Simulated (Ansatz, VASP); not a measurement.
Y: VASP beside Ansatz

File INCAR:

```
  PREC = Accurate
  ENCUT = 520
  EDIFF = 1E-6
  ISMEAR = 0
  SIGMA = 0.15
  LREAL = F
  LASPH = T
  NELM = 100
  ALGO = Fast
  ISIF = 2
  LWAVE = F
  LCHARG = T
  GGA = CA
  LELF = T
  LVHAR = T
  NBANDS = 12
```

KPOINTS

```
regular mesh
0
Gamma
  18 18 18
```

POSCAR

```
Y
1.0
    0.6057302831      2.8218166849      2.8218166849
    2.8218166849      0.6057302831      2.8218166849
    2.8218166849      2.8218166849      0.6057302831
Y
1
Direct
    0.0000000000      0.0000000000      0.0000000000
```

Input for Ansatz:

```yaml
crystal:
  lattice:
    - [0.6057302831, 2.8218166849, 2.8218166849]
    - [2.8218166849, 0.6057302831, 2.8218166849]
    - [2.8218166849, 2.8218166849, 0.6057302831]
  atoms:
    - { symbol: "Y", position: [0.0, 0.0, 0.0] }
basis:
  ecutwfc: 420
kpoints:
  mp_grid: { grid: [18, 18, 18] }
hamiltonian:
  xc: lda
scf:
  occupations: { method: gaussian, width: 0.15 }
output:
  forces: true
  stress: true
  eigenvalues: true
```

Alike in both runs: task single point; functional LDA; k mesh 18 × 18 × 18; occupations gaussian, width 0.15 eV; no spin polarisation.

|  | VASP | Ansatz |
| --- | --- | --- |
| version | VASP 6.6.1 | Ansatz 0.2.0 |
| potentials or method | VASP PAW LDA potentials, release 64 (Y_sv), cutoff 520 eV | scalar-relativistic, plane waves, PAW |
| valence electrons in the cell | 11 | 11 |

Ansatz gave:

| Property | Result |
| --- | --- |
| gap on the k mesh at the Fermi level (eV) | none |
| pressure (GPa) | 1.6 |
| traceless stress, the component that is largest in VASP (GPa) | -6.97 |

Problem. What did VASP give for the same quantities?

Solution. gap on the k mesh at the Fermi level (eV): none; pressure (GPa): 1.5; traceless stress, the component that is largest in VASP (GPa): -6.94.

LDA's correlation is that of Perdew and Zunger in VASP and of Perdew and Wang (1992) in Ansatz. A gap of «none» marks a metal or a gap that the smearing closes.
